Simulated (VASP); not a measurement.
Here is a VASP 6.6.1 calculation.

File INCAR:

```
PREC = Accurate
ENCUT = 520
EDIFF = 1E-6
ISMEAR = 0
SIGMA = 0.1
LREAL = False
LASPH = True
NELM = 100
ALGO = Fast
ISIF = 2
LWAVE = False
LCHARG = True
GGA = PS
LELF = True
LVHAR = True
NBANDS = 40
```

Contents of KPOINTS:

```
Automatic mesh
0
Gamma
  8 8 10
```

Contents of POSCAR:

```
Al3Ni5
1.0
    3.2933322766     -3.6919375978      0.0000000000
    3.2933322766      3.6919375978      0.0000000000
    0.0000000000      0.0000000000      3.7203545670
Al Ni
3 5
Direct
    0.5000000000      0.5000000000      0.0000000000
    0.7796888787      0.2203111213      0.5000000000
    0.2203111213      0.7796888787      0.5000000000
    0.0000000000      0.0000000000      0.0000000000
    0.0000000000      0.5000000000      0.0000000000
    0.5000000000      0.0000000000      0.0000000000
    0.2762373067      0.2762373067      0.5000000000
    0.7237626933      0.7237626933      0.5000000000
```

Potentials or basis: VASP PAW PBE potentials, release 64 (Al, Ni).

Command:

```bash
$ cat potpaw_PBE.64/Al/POTCAR potpaw_PBE.64/Ni/POTCAR > POTCAR
$ mpirun -np 1 vasp_std > vasp.out
```

(1) Predict the band gap on the k mesh.

(2) What does it give for the largest force?

(3) What does it give for the pressure?

Answers

(1) zero (an odd number of electrons rules out a gap without spin polarisation).

(2) 0.009 eV/Å.

(3) 0.2 GPa.

Caveat: the PAW data sets were made with another functional, which shifts forces and pressure a little.
